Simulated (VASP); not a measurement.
# Zn: single point with LDA

Crystal: Zn.

```
Zn
1.0
    -1.87164    1.50322    1.50322
     1.50322   -1.87164    1.50322
     1.50322    1.50322   -1.87164
Zn
1
Direct
  0.00000 0.00000 0.00000
```

| Property | Result |
| --- | --- |
| Program | VASP 6.6.1 |
| Task | single point |
| Functional | LDA |
| Potentials or basis | VASP PAW LDA potentials, release 64 (Zn) |
| Cutoff | 520 eV |
| k mesh | 22 × 22 × 22 |
| Occupations | gaussian, width 0.15 eV |
| Spin | no spin polarisation |

- Pressure: 50.5 GPa
- Band gap on the k mesh: zero (band 6 reaches 7.86 eV, above the bottom of band 7 at 0.80 eV)

Stress tensor (GPa, compression positive):
```
50.52 51.83 51.83
51.83 50.52 51.83
51.83 51.83 50.52
```

Levels at points of the mesh, in eV from the Fermi level:
| k point | band 4 | band 5 | band 6 | band 7 | band 8 | band 9 |
| --- | --- | --- | --- | --- | --- | --- |
| (0.00, 0.00, 0.00) | -8.24 | -6.92 | -6.92 | 13.17 | 13.17 | 16.79 |
| (0.50, 0.00, 0.00) | -7.53 | -6.74 | -0.41 | 4.16 | 12.10 | 14.26 |
| (0.50, 0.50, 0.00) | -6.91 | -6.86 | -4.30 | -3.07 | 7.51 | 12.71 |
| (0.50, 0.50, 0.50) | -7.47 | -6.38 | 3.99 | 7.43 | 7.43 | 11.10 |

Run time: 120 s on 1 thread of Intel(R) Xeon(R) 6975P-C (Granite Rapids), with other jobs on the host, peak memory 0.26 GiB.
